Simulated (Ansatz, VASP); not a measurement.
# Two plane-wave programs on AlRu

Contents of POSCAR:

```
AlRu
1.0
    2.9916000000      0.0000000000      0.0000000000
    0.0000000000      2.9916000000      0.0000000000
    0.0000000000      0.0000000000      2.9916000000
Al Ru
1 1
Direct
    0.0000000000      0.0000000000      0.0000000000
    0.5000000000      0.5000000000      0.5000000000
```

INCAR.step1

```
SYSTEM = AlRu
PREC     = Accurate       ! precision mode
ENCUT    = 600            ! plane-wave cutoff, eV
ISMEAR   = -1             ! smearing method
SIGMA    = 0.05           ! smearing width, eV
LREAL    = .False.        ! projectors in reciprocal space
LASPH    = .True.         ! aspherical terms in the spheres
NELM     = 60             ! most SCF steps
GGA      = PE             ! functional
ALGO     = Normal         ! electronic algorithm
EDIFF    = 1E-4           ! SCF threshold, eV
LWAVE    = .True.         ! write WAVECAR
LCHARG   = .False.        ! write CHGCAR
```

The input INCAR.step2:

```
SYSTEM = AlRu
PREC     = Accurate       ! precision mode
ENCUT    = 600            ! plane-wave cutoff, eV
EDIFF    = 1E-6           ! SCF threshold, eV
ISMEAR   = -1             ! smearing method
SIGMA    = 0.05           ! smearing width, eV
LREAL    = .False.        ! projectors in reciprocal space
LASPH    = .True.         ! aspherical terms in the spheres
NELM     = 60             ! most SCF steps
ALGO     = Normal         ! electronic algorithm
ISIF     = 3              ! what is computed and relaxed
LWAVE    = .False.        ! write WAVECAR
LCHARG   = .False.        ! write CHGCAR
METAGGA  = R2SCAN         ! meta-GGA
LMIXTAU  = .True.       
IBRION   = 2              ! ionic algorithm
NSW      = 100            ! ionic steps
EDIFFG   = -0.002         ! ionic threshold
ISTART   = 1
```

File KPOINTS:

```
Automatic mesh
0
Gamma
  12 12 12
  0 0 0
```

Input for Ansatz:

```yaml
crystal:
  lattice:
    - [2.9916, 0.0, 0.0]
    - [0.0, 2.9916, 0.0]
    - [0.0, 0.0, 2.9916]
  atoms:
    - { symbol: Al, position: [0.0, 0.0, 0.0] }
    - { symbol: Ru, position: [0.5, 0.5, 0.5] }
kpoints:
  mp_grid: { grid: [12, 12, 12] }
scf:
  occupations: { method: fermi_dirac, width: 0.05 }
hamiltonian:
  xc: r2scan
  pseudopotentials: { kind: paw }
relax:
  f_tol: 0.002
  max_steps: 80
  cell: {}
output:
  forces: true
  stress: true
  write_density: true
  write_potential: true
  elf: true
  volumetric_format: npy
```

Alike in both runs: task relaxation of cell and atoms; functional r2SCAN; k mesh 12 × 12 × 12; occupations fermi-dirac, width 0.05 eV; no spin polarisation.

|  | VASP | Ansatz |
| --- | --- | --- |
| version | VASP 6.6.1 | Ansatz 0.2.0 |
| potentials or method | VASP PAW PBE potentials, release 64 (Al, Ru_pv) | PAW with Ansatz's default frozen-core files, scalar-relativistic |
| plane-wave cutoff (eV) | 600 | 500 |
| valence electrons in the cell | 17 | 19 |

```tsv
	VASP	Ansatz	Ansatz less VASP
relaxed volume (Å³/atom)	13.27	13.26	-0.009
relaxed cell length with the largest relative difference (Å)	2.983	2.982	-0.0007
```

VASP's potentials were made for PBE, not for r2SCAN. VASP's potentials hold 17 valence electrons a cell and Ansatz's 19, so a difference there can come from the potentials and not from the codes.
